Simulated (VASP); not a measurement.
Wanted: the native input for a VASP 6.6.1 run.

```
Task                   : single point
Functional             : PBE
Potentials or basis    : VASP PAW PBE potentials, release 64 (Cu)
Cutoff                 : 600 eV
k mesh                 : 12 × 12 × 12
Occupations            : methfessel-paxton, width 0.0584 eV
Spin                   : no spin polarisation
Dipole correction      : no
Further INCAR settings : ALGO = Normal; EDIFF = 1e-06; NBANDS = 12
```

The structure of Cu lies in POSCAR:

```
Cu
1.0
    0.0000000000      1.7810820000      1.7810820000
    1.7810820000      0.0000000000      1.7810820000
    1.7810820000      1.7810820000      0.0000000000
Cu
1
Direct
    0.0000000000      0.0000000000      0.0000000000
```

These files were run (other wordings do the same):

INCAR

```
SYSTEM = Cu
PREC = Accurate
ENCUT = 600
EDIFF = 1E-6
ISMEAR = 1
SIGMA = 0.0584
LREAL = .FALSE.
LASPH = .TRUE.
NELM = 120
ALGO = Normal
ISIF = 2
LWAVE = .FALSE.
LCHARG = .TRUE.
GGA = PE
LELF = .TRUE.
LVHAR = .TRUE.
NBANDS = 12
GGA_COMPAT = .FALSE.
```

KPOINTS

```
regular mesh
0
G
  12 12 12
  0 0 0
```

Potentials or basis: VASP PAW PBE potentials, release 64 (Cu).

Launch:

```bash
$ cat potpaw_PBE.64/Cu/POTCAR > POTCAR
$ mpirun -np 1 vasp_std > vasp.out
```

It gave:

```
Pressure : 9.6 GPa
```

It took 9.7 s on 1 thread of AMD EPYC 9R45 (Zen 5) (shared host), peak memory 0.1 GiB.
